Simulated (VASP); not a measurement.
## ZnO: relaxation of cell and atoms with PBE

The system is ZnO.

```
Zn O
1.0
     3.84858    0.00000    0.00000
     0.00000    3.84858    0.00000
     0.00000    0.00000    3.58776
Zn O
2 2
Direct
  0.00000 0.00000 0.50000
  0.50000 0.50000 0.50000
  0.00000 0.50000 0.67963
  0.50000 0.00000 0.32037
```

| Item | Value |
| --- | --- |
| Program | VASP 6.6.1 |
| Task | relaxation of cell and atoms |
| Functional | PBE |
| Potentials or basis | VASP PAW PBE potentials, release 64 (Zn, O) |
| Cutoff | 600 eV |
| k mesh | 4 × 4 × 6 |
| Occupations | gaussian, width 0.1 eV |
| Spin | no spin polarisation |
| Dipole correction | no |
| Further INCAR settings | ALGO = Normal; EDIFF = 1e-06; IBRION = 2; EDIFFG = -0.04; NSW = 90; ISIF = 3 |

```json
{
 "Relaxed volume": "13.36 Å³/atom",
 "Relaxed cell": "a = 3.860 Å, b = 3.860 Å, c = 3.586 Å, α = 90.00°, β = 90.00°, γ = 90.00°",
 "Space group after relaxing (to 0.05 Å)": "P4/nmm (No. 129)",
 "Energy gained by relaxing": "0.4 meV/atom",
 "Ionic steps": "3",
 "Pressure after relaxing": "-0.1 GPa",
 "Largest force after relaxing": "0.012 eV/Å",
 "Band gap on the k mesh": "1.06 eV, indirect (least direct gap 1.14 eV)"
}
```

Forces on the atoms (eV/Å):
```
Zn   0.000  0.000  0.000
Zn   0.000  0.000  0.000
O    0.000  0.000  0.012
O    0.000  0.000 -0.012
```

Stress tensor (GPa, compression positive):
```
-0.02  0.00  0.00
 0.00 -0.02  0.00
 0.00  0.00 -0.40
```

Step by step:
| step | energy change (eV) | largest force (eV/Å) | pressure (GPa) | volume (Å³) |
| --- | --- | --- | --- | --- |
| 1 | 0.0000 | 0.0718 | 0.78 | 53.14 |
| 2 | -0.0008 | 0.0275 | -0.83 | 53.64 |
| 3 | -0.0015 | 0.0119 | -0.15 | 53.44 |

Final structure:
```cif
data_structure
_symmetry_space_group_name_H-M 'P 1'
_symmetry_Int_Tables_number 1
_cell_length_a 3.8604
_cell_length_b 3.8604
_cell_length_c 3.5856
_cell_angle_alpha 90.000
_cell_angle_beta 90.000
_cell_angle_gamma 90.000
_cell_volume 53.44
loop_
_atom_site_label
_atom_site_type_symbol
_atom_site_fract_x
_atom_site_fract_y
_atom_site_fract_z
_atom_site_occupancy
Zn1 Zn 0.00000 0.00000 0.50000 1
Zn2 Zn 0.50000 0.50000 0.50000 1
O1 O 0.00000 0.50000 0.68020 1
O2 O 0.50000 0.00000 0.31980 1
```

Levels at points of the mesh, in eV from the valence-band top:
| k point | band 14 | band 15 | band 16 | band 17 | band 18 | band 19 | band 20 | band 21 | band 22 |
| --- | --- | --- | --- | --- | --- | --- | --- | --- | --- |
| (0.00, 0.00, 0.00) | -3.27 | -1.18 | -0.81 | -0.81 | -0.09 | 1.06 | 4.61 | 7.40 | 11.74 |
| (0.50, 0.00, 0.00) | -2.90 | -1.63 | -1.63 | -0.45 | -0.45 | 5.02 | 5.02 | 9.05 | 9.05 |
| (0.50, 0.50, 0.00) | -3.38 | -1.00 | -1.00 | -0.18 | -0.18 | 6.31 | 6.31 | 7.40 | 7.40 |
| (0.00, 0.00, 0.50) | -2.95 | -1.94 | -1.50 | -0.84 | -0.84 | 4.12 | 5.51 | 6.53 | 8.13 |
| (0.50, 0.00, 0.50) | -3.18 | -1.46 | -1.46 | -0.43 | -0.43 | 4.69 | 4.69 | 7.88 | 7.88 |
| (0.50, 0.50, 0.50) | -2.99 | -1.71 | -1.71 | -0.99 | -0.99 | 6.88 | 6.88 | 8.46 | 8.46 |

Wall time 48 s on 1 thread of Intel(R) Xeon(R) Platinum 8559C (Emerald Rapids), with other jobs on the host, peak memory 0.19 GiB.

A k mesh can miss the band edges.
